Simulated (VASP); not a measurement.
Input of a VASP 6.6.1 run:

File INCAR:

```
ALGO = Normal ; EDIFF = 1E-7
ENCUT = 520 ; ISIF = 2
ISMEAR = -1 ; LASPH = T
LCHARG = F ; LREAL = F
LWAVE = F ; NBANDS = 22
NELM = 100 ; PREC = Accurate
SIGMA = 0.05
```

File KPOINTS:

```
k-points
0
Gamma
  11 11 3
```

The input POSCAR:

```
Re
1.0
    2.8206440586      0.0000000000      0.0000000000
   -1.4103220293      2.4427494098      0.0000000000
    0.0000000000      0.0000000000      9.1141611428
Re
4
Direct
    0.6666666667      0.3333333333      0.7500000000
    0.0000000000      0.0000000000      0.5000000000
    0.3333333333      0.6666666667      0.2500000000
    0.0000000000      0.0000000000      0.0000000000
```

Potentials or basis: VASP PAW LDA potentials, release 64 (Re).

Run with:

```sh
$ cat potpaw_LDA.64/Re/POTCAR > POTCAR
$ mpirun -np 1 vasp_std > vasp.out
```

Task: What does it give for the pressure?

Result: -29.7 GPa.

Task: Predict the band gap on the k mesh.

Result: Zero (band 14 reaches 8.16 eV, above the bottom of band 15 at 5.92 eV).

Stress tensor (GPa, compression positive):
```
-29.59   0.00   0.00
  0.00 -29.59   0.00
  0.00   0.00 -29.86
```

Caveat: spin-orbit coupling is left out, which moves the levels of the heavy elements.
